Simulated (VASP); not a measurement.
# Si4O7 (a cell with a defect) in VASP: notebook

Si4O7 (a cell with a defect) is run at these levels: LDA; tasks: single point.

Program: VASP 6.6.1. These are calculated values, not measurements. Logs are shortened: lines on timing, memory, paths and dates and some standing lists are left out, and cuts for length are marked.

## 1. The cell of the first run

The cell holds a defect, 11 atoms: a = 4.934 Å, b = 4.934 Å, c = 4.934 Å, α = 106.91°, β = 106.91°, γ = 114.72°.

## 2. Single point, LDA

INCAR reads:

```
PREC = Accurate ; ENCUT = 520
EDIFF = 1E-7 ; ISMEAR = 0
SIGMA = 0.05 ; LREAL = F
LASPH = T ; NELM = 100
ALGO = Normal ; ISIF = 2
LWAVE = F ; LCHARG = T
GGA = CA ; LELF = T
LVHAR = T ; NBANDS = 40
```

KPOINTS reads:

```
Automatic mesh
0
Gamma
  6 6 6
```

POSCAR reads:

```
Si4O7
1.0
    0.0000000000      4.1548619959     -2.6614337333
    0.0000000000     -4.1548619959     -2.6614337333
   -4.1548619959      0.0000000000      2.6614337333
Si O
4 7
Direct
    0.2500000000      0.7500000000      0.5000000000
    0.7500000000      0.2500000000      0.5000000000
    0.0000000000      0.0000000000      1.0000000000
    0.5000000000      0.5000000000      1.0000000000
    1.0000000000      0.3055647994      0.3055647994
    0.5555647994      0.7500000000      0.8055647994
    0.0555647994      0.2500000000      0.8055647994
    0.0000000000      0.6944352006      0.6944352006
    0.4787265262      0.0972176003      0.5759441265
    0.9444352006      0.7500000000      0.1944352006
    0.4444352006      0.2500000000      0.1944352006
```

Potentials or basis: VASP PAW LDA potentials, release 64 (Si, O).

On the command line:

```sh
$ cat potpaw_LDA.64/Si/POTCAR potpaw_LDA.64/O/POTCAR > POTCAR
$ mpirun -np 1 vasp_std > vasp.out
```

OUTCAR:

```text
PREC = Accurate
   ENCUT = 520
   EDIFF = 1E-7
   ISMEAR = 0
   LREAL = F
   LASPH = T
   NELM = 100
   ISIF = 2
   GGA = CA

 ion  position               nearest neighbor table
   1  0.250  0.750  0.500-   9 1.45   8 1.75   5 1.75   6 1.80  10 1.80   2 2.66   2 2.66
   2  0.750  0.250  0.500-   9 1.45   8 1.75   5 1.75   7 1.80  11 1.80   1 2.66   1 2.66
   3  0.000  0.000  0.000-   6 1.75   7 1.75  10 1.75  11 1.75   5 1.80   8 1.80   4 2.66   4 2.66

   4  0.500  0.500  0.000-   6 1.75   7 1.75  10 1.75  11 1.75   9 2.37   3 2.66   3 2.66
   5  0.000  0.306  0.306-   1 1.75   2 1.75   3 1.80
   6  0.556  0.750  0.806-   3 1.75   4 1.75   1 1.80
   7  0.056  0.250  0.806-   3 1.75   4 1.75   2 1.80
   8  0.000  0.694  0.694-   1 1.75   2 1.75   3 1.80
   9  0.479  0.097  0.576-   1 1.45   2 1.45   4 2.37
  10  0.944  0.750  0.194-   3 1.75   4 1.75   1 1.80
  11  0.444  0.250  0.194-   3 1.75   4 1.75   2 1.80

  LATTYP: Found a body centered tetragonal cell.
 ALAT       =     5.8758621844
 C/A-ratio  =     0.9058870511

  Lattice vectors:

 A1 = (   0.0000000000,   4.1548619959,  -2.6614337333)
 A2 = (   0.0000000000,  -4.1548619959,  -2.6614337333)
 A3 = (  -4.1548619959,   0.0000000000,   2.6614337333)

Analysis of symmetry for initial positions (statically):
=====================================================================
 Subroutine PRICEL returns:
 Original cell was already a primitive cell.

 Routine SETGRP: Setting up the symmetry group for a
 body centered tetragonal supercell.

 Subroutine GETGRP returns: Found  2 space group operations
 (whereof  2 operations were pure point group operations)
 out of a pool of 16 trial point group operations.

The static configuration has the point symmetry C_1h.

Analysis of symmetry for dynamics (positions and initial velocities):
=====================================================================
 Subroutine PRICEL returns:
 Original cell was already a primitive cell.

 Routine SETGRP: Setting up the symmetry group for a
 body centered tetragonal supercell.

 Subroutine GETGRP returns: Found  2 space group operations
 (whereof  2 operations were pure point group operations)
 out of a pool of 16 trial point group operations.

The dynamic configuration has the point symmetry C_1h.

 Subroutine INISYM returns: Found  2 space group operations
 (whereof  2 operations are pure point group operations),
[... 122 lines left out ...]
   POTIM  = 0.5000    time-step for ionic-motion
   TEBEG  =    0.0;   TEEND  =   0.0 temperature during run
   PSTRESS=    0.0 pullay stress
   NELECT =      58.0000    total number of electrons
   NUPDOWN=      -1.0000    fix difference up-down
   EMIN   =  10.00;   EMAX   =-10.00  energy-range for DOS
   EFERMI =   0.00;   METHOD = LEGACY
   ISMEAR =     0;   SIGMA  =   0.05  broadening in eV -4-tet -1-fermi 0-gaus
   EFERMI_NEDOS =   21; number of points for ismear=-14 and -15
   IALGO  =     38    algorithm
   IMIX   =      4    mixing-type and parameters
     AMIX     =   0.40;   BMIX     =  1.00
     AMIX_MAG =   1.60;   BMIX_MAG =  1.00
  volume/ion in A,a.u.               =       8.35        56.37
  Fermi-wavevector in a.u.,A,eV,Ry     =   1.404315  2.653771 26.832059  1.972101
  Thomas-Fermi vector in A             =   2.526889
   LORBIT       =      0    0 simple, 1 ext, 2 COOP (PROOUT), +10 PAW based schemes
   GGA     = CA    functional components
   LHFCALC =     F    Hartree Fock is set to
   AEXX    =    0.0000 exact exchange contribution
   IVDW    =     0    specifies the selected vdW correction
   LEPSILON=     F    determine dielectric tensor
   LRPA    =     F    only Hartree local field effects (RPA)
 non-spin polarized calculation
 Gauss-broadening in eV      SIGMA  =   0.05
  energy-cutoff  :      520.00
  volume of cell :       91.89
 maximum number of plane-waves:      2502
 NGX is ok and might be reduce to    40
   NGX = 19   NGY = 19   NGZ = 19

 number of electron      58.0000006 magnetization

 Free energy of the ion-electron system (eV)
  ---------------------------------------------------
  ext. energy  EPLUGINS =         0.00000000
  ---------------------------------------------------
  free energy    TOTEN  =       -87.48736533 eV

  energy without entropy =      -87.48736533  energy(sigma->0) =      -87.48736533

 E-fermi :  11.3089     XC(G=0): -12.3526

 val. band max:       11.0363815660   @ k =  -0.3333  -0.3333   0.3333
 cond. band min:      12.2182243507   @ k =  -0.3333   0.3333   0.1667
 fundamental gap:      1.1818427847
 Fermi energy:        11.3088837294

 k-point     1 :       0.0000    0.0000    0.0000
  band No.  band energies     occupation
      1     -15.1071      2.00000
      2     -13.0391      2.00000
      3     -11.8462      2.00000
      4     -11.2755      2.00000
      5     -11.2001      2.00000
      6     -10.9169      2.00000
[... 1021 lines left out ...]
     39      18.5132      0.00000
     40      19.2371      0.00000

 [... further k-points ...]

------------------------ aborting loop because EDIFF is reached ----------------------------------------

  FORCE on cell =-STRESS in cart. coord.  units (eV):
  Direction    XX          YY          ZZ          XY          YZ          ZX
  --------------------------------------------------------------------------------------
  -------------------------------------------------------------------------------------
  Total        4.2030261      4.8890337     24.8611717     -0.4696659      0.0000000      0.0000000
  in kB       73.2847837     85.2461467    433.4842439     -8.1891856      0.0000000      0.0000000
  external PRESSURE =     197.3383914 kB  Pullay stress =       0.0000000 kB

 VOLUME and BASIS-vectors are now :
 -----------------------------------------------------------------------------
  energy-cutoff  :      520.00
  volume of cell :       91.89
      direct lattice vectors                 reciprocal lattice vectors
     0.000000000  4.154861996 -2.661433733    -0.120340940  0.120340940 -0.187868664
     0.000000000 -4.154861996 -2.661433733    -0.120340940 -0.120340940 -0.187868664
    -4.154861996  0.000000000  2.661433733    -0.240681881  0.000000000  0.000000000

 POSITION                                       TOTAL-FORCE (eV/Angst)
 -----------------------------------------------------------------------------------
     -2.07743     -2.07743     -1.33072         3.793876      4.604562      7.893323
     -2.07743      2.07743     -1.33072         3.793876      4.604562     -7.893323
      0.00000      0.00000      0.00000        -0.271067     -0.093903      0.000000
      0.00000      0.00000     -2.66143        -3.297442     -3.176160      0.000000
     -1.26958     -1.26958      0.00000         0.143135      0.151955      0.000000
     -3.34701     -0.80785     -1.33072         0.963602      0.337181     -0.248450
     -3.34701     -0.80785      1.33072         0.963602      0.337181      0.248450
     -2.88528     -2.88528      0.00000        -0.140211     -0.130736      0.000000
     -2.39297      1.58512      0.00000        -8.656663     -7.865927      0.000000
     -0.80785      0.80785     -3.99215         1.353646      0.615642      0.638725
     -0.80785      0.80785     -1.33072         1.353646      0.615642     -0.638725
 -----------------------------------------------------------------------------------
    total drift:                               -0.000271      0.000025     -0.000001

  FREE ENERGIE OF THE ION-ELECTRON SYSTEM (eV)
  ---------------------------------------------------
  free  energy   TOTEN  =       -87.4873653256 eV

  energy  without entropy=      -87.4873653256  energy(sigma->0) =      -87.48736533
```

Wall time 3.2 min (1 thread of Intel Xeon Platinum 8488C (Sapphire Rapids), shared host); peak memory 0.29 GiB.

Results:

```yaml
Free_energy: -87.4874 eV
Pressure: 19.7 GPa
Largest_force: 11.697 eV/Å
Band_gap_on_the_k_mesh: 1.18 eV
```

Forces in eV/Å, atoms in the order of the input:
```
Si   3.794  4.605  7.893
Si   3.794  4.605 -7.893
Si  -0.271 -0.094  0.000
Si  -3.297 -3.176  0.000
O    0.143  0.152  0.000
O    0.964  0.337 -0.248
O    0.964  0.337  0.248
O   -0.140 -0.131  0.000
O   -8.657 -7.866  0.000
O    1.354  0.616  0.639
O    1.354  0.616 -0.639
```

Levels at points of the mesh, in eV from the valence-band top:
| k point | band 27 | band 28 | band 29 | band 30 | band 31 | band 32 |
| --- | --- | --- | --- | --- | --- | --- |
| (0.00, 0.00, 0.00) | -4.67 | -4.07 | -2.21 | 1.42 | 2.98 | 3.12 |
| (0.50, 0.00, 0.00) | -5.26 | -4.55 | -0.31 | 1.98 | 2.20 | 4.45 |
| (0.50, 0.00, 0.50) | -4.81 | -4.66 | -0.37 | 1.38 | 2.12 | 4.39 |
| (0.50, 0.50, 0.00) | -5.15 | -5.06 | -0.85 | 1.39 | 4.01 | 4.21 |
| (0.00, 0.00, 0.50) | -5.22 | -5.03 | -0.75 | 1.40 | 3.81 | 3.96 |
| (0.50, 0.50, 0.50) | -6.00 | -5.64 | -0.03 | 1.87 | 2.86 | 3.19 |

Caveat: the cell differs from its parent crystal (atoms taken out, atom 9 moved 0.250 of the way to it and -0.125 Å across, host rigid).

## 3. Single point, LDA

INCAR reads:

```
PREC = Accurate ; ENCUT = 520
EDIFF = 1E-7 ; ISMEAR = 0
SIGMA = 0.05 ; LREAL = F
LASPH = T ; NELM = 60
ALGO = Normal ; ISIF = 2
LWAVE = F ; LCHARG = F
NBANDS = 40
```

KPOINTS reads:

```
regular mesh
0
Gamma
  6 6 6
```

POSCAR: that of step 2 with these lines changed.

```diff
@@ -16,3 +16,3 @@
     0.0000000000      0.6944352006      0.6944352006
-    0.4787265262      0.0972176003      0.5759441265
+    0.4361795787      0.0972176003      0.5333971790
     0.9444352006      0.7500000000      0.1944352006
```

Potentials or basis: VASP PAW LDA potentials, release 64 (Si, O).

On the command line:

```sh
$ cat potpaw_LDA.64/Si/POTCAR potpaw_LDA.64/O/POTCAR > POTCAR
$ mpirun -np 1 vasp_std > vasp.out
```

It took 3.1 min on 1 thread of Intel Xeon Platinum 8488C (Sapphire Rapids), shared host; peak memory 0.3 GiB.

It converged, with:

* Free energy: -87.0938 eV
* Pressure: 18.6 GPa
* Largest force: 10.903 eV/Å
* Band gap on the k mesh: 1.04 eV

Forces on the atoms (eV/Å):
```
Si   2.736  4.341  5.499
Si   2.736  4.341 -5.499
Si  -0.393  0.031  0.000
Si  -3.376 -3.051  0.000
O    0.149  0.136  0.000
O    1.073 -0.259 -0.696
O    1.073 -0.259  0.696
O   -0.161 -0.132  0.000
O   -9.522 -5.311  0.000
O    2.843  0.082  2.092
O    2.843  0.082 -2.092
```

Stress tensor (GPa, compression positive):
```
 9.16 -3.69  0.00
-3.69  9.76  0.00
 0.00  0.00 36.93
```

Levels at points of the mesh, in eV from the valence-band top:
| k point | band 26 | band 27 | band 28 | band 29 | band 30 | band 31 | band 32 | band 33 |
| --- | --- | --- | --- | --- | --- | --- | --- | --- |
| (0.00, 0.00, 0.00) | -5.12 | -4.62 | -4.05 | -2.25 | 1.18 | 3.00 | 3.14 | 3.65 |
| (0.50, 0.00, 0.00) | -5.52 | -5.22 | -4.53 | -0.35 | 1.69 | 2.27 | 4.17 | 4.44 |
| (0.50, 0.00, 0.50) | -5.07 | -4.77 | -4.58 | -0.42 | 1.37 | 2.01 | 4.04 | 4.91 |
| (0.50, 0.50, 0.00) | -5.40 | -5.08 | -5.00 | -1.01 | 1.37 | 4.02 | 4.25 | 4.36 |
| (0.00, 0.00, 0.50) | -5.39 | -5.27 | -4.99 | -0.70 | 1.44 | 3.20 | 3.87 | 4.62 |
| (0.50, 0.50, 0.50) | -6.17 | -5.95 | -5.48 | 0.00 | 1.67 | 2.74 | 3.17 | 4.74 |

Caveat: the cell differs from its parent crystal (atoms taken out, atom 9 moved 0.250 of the way to it and -0.375 Å across, host rigid).
